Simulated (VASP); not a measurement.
Set up this calculation in VASP 6.6.1, as the native input.

| Quantity | Value |
| --- | --- |
| Task | single point |
| Functional | PBE |
| Potentials or basis | VASP PAW PBE potentials, release 64 (Si, Se) |
| Cutoff | 500 eV |
| k mesh | 4 × 4 × 4 |
| Occupations | gaussian, width 0.1 eV |
| Spin | no spin polarisation |
| Dipole correction | no |
| Further INCAR settings | ALGO = Normal; EDIFF = 1e-06; NBANDS = 32 |

The structure of SiSe3 lies in POSCAR:

```
SiSe3
1.0
    5.4373808726      0.0000000000      0.0000000000
    0.0000000000      5.4373808726      0.0000000000
    0.0000000000      0.0000000000      5.4373808726
Si Se
2 6
Direct
    0.0000000000      0.0000000000      0.0000000000
    0.5000000000      0.5000000000      0.5000000000
    0.0000000000      0.5000000000      0.2500000000
    0.0000000000      0.5000000000      0.7500000000
    0.2500000000      0.0000000000      0.5000000000
    0.7500000000      0.0000000000      0.5000000000
    0.5000000000      0.7500000000      0.0000000000
    0.5000000000      0.2500000000      0.0000000000
```

One way to write it, as run:

INCAR

```
SYSTEM = SiSe3
PREC = Accurate
ENCUT = 500
EDIFF = 1E-6
ISMEAR = 0
SIGMA = 0.1
LREAL = .FALSE.
LASPH = .TRUE.
NELM = 120
ALGO = Normal
ISIF = 2
LWAVE = .FALSE.
LCHARG = .TRUE.
GGA = PE
LELF = .TRUE.
LVHAR = .TRUE.
NBANDS = 32
GGA_COMPAT = .FALSE.
```

KPOINTS

```
regular mesh
0
G
  4 4 4
  0 0 0
```

Potentials or basis: VASP PAW PBE potentials, release 64 (Si, Se).

Launch:

```sh
$ cat potpaw_PBE.64/Si/POTCAR potpaw_PBE.64/Se/POTCAR > POTCAR
$ mpirun -np 1 vasp_std > vasp.out
```

Results of the run:

```
Pressure               : 0.0 GPa
Band gap on the k mesh : zero (band 22 reaches 5.79 eV, above the bottom of band 23 at 4.80 eV)
```

Run time: 22 s on 1 thread of Intel(R) Xeon(R) 6975P-C (Granite Rapids), on a shared host, peak memory 0.24 GiB.
